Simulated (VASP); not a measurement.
# BeS (Fm-3m) in VASP: single point with PBE

Aim: the single point of BeS with PBE.

Everything below comes from runs of VASP 6.6.1. Logs are shortened: lines on timing, memory, paths and dates and some standing lists are left out, and cuts for length are marked.

### Step 1. The cell of the first run

The structure is cubic, space group Fm-3m (No. 225). The conventional cell has a = 4.834 Å, b = 4.834 Å, c = 4.834 Å, α = 90.00°, β = 90.00°, γ = 90.00°. Within 3.2 Å of Be (site symmetry m-3m) lie 6 S at 2.42 Å. Within 3.2 Å of S (site symmetry m-3m) lie 6 Be at 2.42 Å.

### Step 2. Single point, PBE (Mg replaced by Be, lengths x 0.890, strained)

Contents of INCAR:

```
PREC = Accurate
ENCUT = 600
EDIFF = 1E-6
ISMEAR = 0
SIGMA = 0.1
LREAL = F
LASPH = T
NELM = 120
ALGO = Normal
ISIF = 2
LWAVE = F
LCHARG = F
GGA = PE
NBANDS = 11
GGA_COMPAT = F
```

Contents of KPOINTS:

```
regular mesh
0
Gamma
  6 6 6
```

Contents of POSCAR:

```
BeS
1.0
    0.0000000000      2.4170619807      2.4170619807
    2.4170619807      0.0000000000      2.4170619807
    2.4170619807      2.4170619807      0.0000000000
Be S
1 1
Direct
    0.0000000000      0.0000000000      0.0000000000
    0.5000000000      0.5000000000      0.5000000000
```

Potentials or basis: VASP PAW PBE potentials, release 64 (Be, S).

On the command line:

```bash
$ cat potpaw_PBE.64/Be/POTCAR potpaw_PBE.64/S/POTCAR > POTCAR
$ mpirun -np 1 vasp_std > vasp.out
```

OUTCAR:

```text
PREC = Accurate
   ENCUT = 600
   EDIFF = 1E-6
   ISMEAR = 0
   LREAL = F
   LASPH = T
   NELM = 120
   ISIF = 2
   GGA = PE

 ion  position               nearest neighbor table
   1  0.000  0.000  0.000-   2 2.42   2 2.42   2 2.42   2 2.42   2 2.42   2 2.42
   2  0.500  0.500  0.500-   1 2.42   1 2.42   1 2.42   1 2.42   1 2.42   1 2.42

  LATTYP: Found a face centered cubic cell.
 ALAT       =     4.8341239614

  Lattice vectors:

 A1 = (   0.0000000000,   2.4170619807,   2.4170619807)
 A2 = (   2.4170619807,   0.0000000000,   2.4170619807)
 A3 = (   2.4170619807,   2.4170619807,   0.0000000000)

Analysis of symmetry for initial positions (statically):
=====================================================================
 Subroutine PRICEL returns:
 Original cell was already a primitive cell.

 Routine SETGRP: Setting up the symmetry group for a
 face centered cubic supercell.

 Subroutine GETGRP returns: Found 48 space group operations
[... 9 lines left out ...]

 Routine SETGRP: Setting up the symmetry group for a
 face centered cubic supercell.

 Subroutine GETGRP returns: Found 48 space group operations
[... 11 lines left out ...]
                                     Primitive cell

  volume of cell :      28.2419

  direct lattice vectors                    reciprocal lattice vectors
     0.000000000  2.417061981  2.417061981    -0.206862713  0.206862713  0.206862713
     2.417061981  0.000000000  2.417061981     0.206862713 -0.206862713  0.206862713
     2.417061981  2.417061981  0.000000000     0.206862713  0.206862713 -0.206862713

  length of vectors
     3.418241834  3.418241834  3.418241834     0.358296730  0.358296730  0.358296730

  position of ions in fractional coordinates (direct lattice)
     0.000000000  0.000000000  0.000000000
     0.500000000  0.500000000  0.500000000

  ion indices of the primitive-cell ions
   primitive index   ion index
                 1           1
                 2           2

----------------------------------------------------------------------------------------

 KPOINTS: regular mesh

Automatic generation of k-mesh.
 Grid dimensions read from file:
 generate k-points for:    6    6    6

 Generating k-lattice:

  Cartesian coordinates                     Fractional coordinates (reciprocal lattice)
    -0.034477119  0.034477119  0.034477119     0.166666667  0.000000000  0.000000000
     0.034477119 -0.034477119  0.034477119     0.000000000  0.166666667  0.000000000
     0.034477119  0.034477119 -0.034477119     0.000000000  0.000000000  0.166666667

  Length of vectors
     0.059716122  0.059716122  0.059716122

  Shift w.r.t. Gamma in fractional coordinates (k-lattice)
     0.000000000  0.000000000  0.000000000

 Subroutine IBZKPT returns following result:
 ===========================================

 Found     16 irreducible k-points:

 Following reciprocal coordinates:
            Coordinates               Weight
  0.000000  0.000000  0.000000      1.000000
  0.166667  0.000000  0.000000      8.000000
  0.333333  0.000000  0.000000      8.000000
  0.500000  0.000000  0.000000      4.000000
  0.166667  0.166667  0.000000      6.000000
  0.333333  0.166667  0.000000     24.000000
[... 8 lines left out ...]
 -0.333333  0.333333  0.166667     24.000000
 -0.333333  0.500000  0.166667     12.000000
   k-points           NKPTS =     16   k-points in BZ     NKDIM =     16   number of bands    NBANDS=     11
   number of dos      NEDOS =    301   number of ions     NIONS =      2
   total plane-waves  NPLWV =  21952
   dimension x,y,z NGX =    28 NGY =   28 NGZ =   28
   dimension x,y,z NGXF=    56 NGYF=   56 NGZF=   56
   ions per type =               1   1
   NGX,Y,Z   is equivalent  to a cutoff of  13.62, 13.62, 13.62 a.u.
   NGXF,Y,Z  is equivalent  to a cutoff of  27.24, 27.24, 27.24 a.u.
 SYSTEM =  unknown system
   PREC   = accura    normal or accurate (medium, high low for compatibility)
   ISTART =      0    job   : 0-new  1-cont  2-samecut
   ICHARG =      2    charge: 1-file 2-atom 10-const
   ISPIN  =      1    spin polarized calculation?
   LNONCOLLINEAR =      F non collinear calculations
   LSORBIT =      F    spin-orbit coupling
   LASPH  =      T    aspherical Exc in radial PAW
   ENCUT  =  600.0 eV  44.10 Ry    6.64 a.u.   6.83  6.83  6.83*2*pi/ulx,y,z
   NELM   =    120;   NELMIN=  2; NELMDL= -5     # of ELM steps
   EDIFF  = 0.1E-05   stopping-criterion for ELM
   LREAL  =      F    real-space projection
   EDIFFG = 0.1E-04   stopping-criterion for IOM
   NSW    =      0    number of steps for IOM
   IBRION =     -1    ionic relax: 0-MD 1-quasi-New 2-CG
   NFREE  =      0    steps in history (QN), initial steepest desc. (CG)
   ISIF   =      2    stress and relaxation
   ISYM   =      2    0-nonsym 1-usesym 2-fastsym
   POTIM  = 0.5000    time-step for ionic-motion
   TEBEG  =    0.0;   TEEND  =   0.0 temperature during run
   PSTRESS=    0.0 pullay stress
   NELECT =       8.0000    total number of electrons
   NUPDOWN=      -1.0000    fix difference up-down
   EMIN   =  10.00;   EMAX   =-10.00  energy-range for DOS
   EFERMI =   0.00;   METHOD = LEGACY
   ISMEAR =     0;   SIGMA  =   0.10  broadening in eV -4-tet -1-fermi 0-gaus
   EFERMI_NEDOS =   21; number of points for ismear=-14 and -15
   IALGO  =     38    algorithm
   IMIX   =      4    mixing-type and parameters
     AMIX     =   0.40;   BMIX     =  1.00
     AMIX_MAG =   1.60;   BMIX_MAG =  1.00
  volume/ion in A,a.u.               =      14.12        95.29
  Fermi-wavevector in a.u.,A,eV,Ry     =   1.075162  2.031761 15.727958  1.155972
  Thomas-Fermi vector in A             =   2.211010
   LORBIT       =      0    0 simple, 1 ext, 2 COOP (PROOUT), +10 PAW based schemes
   GGA     = PE    functional components
   LHFCALC =     F    Hartree Fock is set to
   AEXX    =    0.0000 exact exchange contribution
   IVDW    =     0    specifies the selected vdW correction
   LEPSILON=     F    determine dielectric tensor
   LRPA    =     F    only Hartree local field effects (RPA)
 non-spin polarized calculation
 Gauss-broadening in eV      SIGMA  =   0.10
  energy-cutoff  :      600.00
  volume of cell :       28.24
 maximum number of plane-waves:       960
   NGX = 13   NGY = 13   NGZ = 13

 number of electron       8.0000000 magnetization

 Free energy of the ion-electron system (eV)
  ---------------------------------------------------
  ext. energy  EPLUGINS =         0.00000000
  ---------------------------------------------------
  free energy    TOTEN  =        -8.75232568 eV

  energy without entropy =       -8.75232568  energy(sigma->0) =       -8.75232568

 E-fermi :   5.5648     XC(G=0): -10.0835

 val. band max:        5.1297277016   @ k =  -0.1667   0.1667   0.0000
 cond. band min:       6.0264930329   @ k =   0.5000   0.5000   0.0000
 fundamental gap:      0.8967653313
 Fermi energy:         5.5648051188

 k-point     1 :       0.0000    0.0000    0.0000
  band No.  band energies     occupation
      1      -8.9283      2.00000
      2       4.8824      2.00000
      3       4.8824      2.00000
      4       4.8824      2.00000
      5       9.0929      0.00000
      6      14.0540      0.00000
      7      14.0540      0.00000
      8      14.0540      0.00000
      9      14.0864      0.00000
     10      14.0864      0.00000
     11      14.0864      0.00000

 k-point     2 :       0.1667    0.0000    0.0000
  band No.  band energies     occupation
      1      -8.5829      2.00000
      2       2.9259      2.00000
      3       4.8082      2.00000
      4       4.8082      2.00000
      5       9.9297      0.00000
      6      11.9744      0.00000
      7      11.9744      0.00000
      8      13.1406      0.00000
      9      15.0985      0.00000
     10      15.1221      0.00000
     11      15.1221      0.00000

 k-point     3 :       0.3333    0.0000    0.0000
  band No.  band energies     occupation
      1      -7.7036      2.00000
      2       0.1480      2.00000
      3       4.7272      2.00000
      4       4.7272      2.00000
      5       9.4110      0.00000
      6       9.9822      0.00000
      7       9.9822      0.00000
      8      13.9319      0.00000
      9      16.8499      0.00000
     10      17.6456      0.00000
     11      17.6456      0.00000

 k-point     4 :       0.5000    0.0000    0.0000
  band No.  band energies     occupation
      1      -7.0836      2.00000
      2      -1.1812      2.00000
      3       4.7226      2.00000
      4       4.7226      2.00000
      5       9.0286      0.00000
      6       9.2366      0.00000
      7       9.2366      0.00000
      8      14.1295      0.00000
      9      19.8440      0.00000
     10      20.1496      0.00000
     11      20.1496      0.00000

 k-point     5 :       0.1667    0.1667    0.0000
  band No.  band energies     occupation
      1      -8.4644      2.00000
      2       3.3889      2.00000
      3       4.0998      2.00000
      4       4.0998      2.00000
      5      10.0487      0.00000
      6      11.1247      0.00000
      7      12.4251      0.00000
      8      13.7879      0.00000
      9      13.7879      0.00000
     10      16.8379      0.00000
     11      16.8379      0.00000
[... 99 lines left out ...]
 k-point    13 :       0.5000    0.5000    0.0000
  band No.  band energies     occupation
      1      -6.2975      2.00000
      2      -0.6636      2.00000
      3       2.4549      2.00000
      4       2.4549      2.00000
      5       6.0265      0.00000
      6       9.9779      0.00000
      7      15.7900      0.00000
      8      15.7900      0.00000
      9      17.1930      0.00000
     10      19.9215      0.00000
     11      22.5149      0.00000

 k-point    14 :       0.5000    0.3333    0.1667
  band No.  band energies     occupation
      1      -6.9976      2.00000
      2       0.3595      2.00000
      3       1.8568      2.00000
      4       3.3264      2.00000
      5       8.5548      0.00000
      6      11.0193      0.00000
      7      12.6173      0.00000
      8      14.3026      0.00000
      9      15.6564      0.00000
     10      20.1550      0.00000
     11      20.2306      0.00000

 k-point    15 :      -0.3333    0.3333    0.1667
  band No.  band energies     occupation
      1      -6.5102      2.00000
      2      -0.2154      2.00000
      3       1.3192      2.00000
      4       2.7515      2.00000
      5       9.3447      0.00000
      6      10.0250      0.00000
      7      13.7147      0.00000
      8      14.8500      0.00000
      9      16.9241      0.00000
     10      17.0166      0.00000
     11      21.6487      0.00000

 k-point    16 :      -0.3333    0.5000    0.1667
  band No.  band energies     occupation
      1      -6.2783      2.00000
      2      -0.1118      2.00000
      3       1.3438      2.00000
      4       1.8519      2.00000
      5       8.0426      0.00000
      6      12.1901      0.00000
      7      12.2534      0.00000
      8      15.8687      0.00000
      9      16.4031      0.00000
     10      18.8796      0.00000
     11      22.5855      0.00000

------------------------ aborting loop because EDIFF is reached ----------------------------------------

  FORCE on cell =-STRESS in cart. coord.  units (eV):
  Direction    XX          YY          ZZ          XY          YZ          ZX
  --------------------------------------------------------------------------------------
  -------------------------------------------------------------------------------------
  Total       -1.8996710     -1.8996710     -1.8996710      0.0000000      0.0000000      0.0000000
  in kB     -107.7694384   -107.7694384   -107.7694384      0.0000000      0.0000000      0.0000000
  external PRESSURE =    -107.7694384 kB  Pullay stress =       0.0000000 kB

 VOLUME and BASIS-vectors are now :
 -----------------------------------------------------------------------------
  energy-cutoff  :      600.00
  volume of cell :       28.24
      direct lattice vectors                 reciprocal lattice vectors
     0.000000000  2.417061981  2.417061981    -0.206862713  0.206862713  0.206862713
     2.417061981  0.000000000  2.417061981     0.206862713 -0.206862713  0.206862713
     2.417061981  2.417061981  0.000000000     0.206862713  0.206862713 -0.206862713

 POSITION                                       TOTAL-FORCE (eV/Angst)
 -----------------------------------------------------------------------------------
      0.00000      0.00000      0.00000         0.000000      0.000000      0.000000
      2.41706      2.41706      2.41706        -0.000000     -0.000000     -0.000000
 -----------------------------------------------------------------------------------
    total drift:                                0.000000      0.000000      0.000000

  FREE ENERGIE OF THE ION-ELECTRON SYSTEM (eV)
  ---------------------------------------------------
  free  energy   TOTEN  =        -8.7523256776 eV

  energy  without entropy=       -8.7523256776  energy(sigma->0) =       -8.75232568
```

It took 6.5 s on 1 thread of Intel Xeon Platinum 8488C (Sapphire Rapids), shared host; peak memory 0.14 GiB.

What came out:

```yaml
Free_energy: -8.7523 eV
Pressure: -10.8 GPa
Band_gap_on_the_k_mesh: 0.90 eV, indirect (least direct gap 3.57 eV)
```

Levels at points of the mesh, in eV from the valence-band top:
```tsv
k point	band 2	band 3	band 4	band 5	band 6	band 7
(0.00, 0.00, 0.00)	-0.25	-0.25	-0.25	3.96	8.92	8.92
(0.50, 0.00, 0.00)	-6.31	-0.41	-0.41	3.90	4.11	4.11
(0.50, 0.50, 0.00)	-5.79	-2.67	-2.67	0.90	4.85	10.66
```

Caveat: the cell differs from its parent crystal (Mg replaced by Be, lengths x 0.890, strained). A k mesh can miss the band edges.
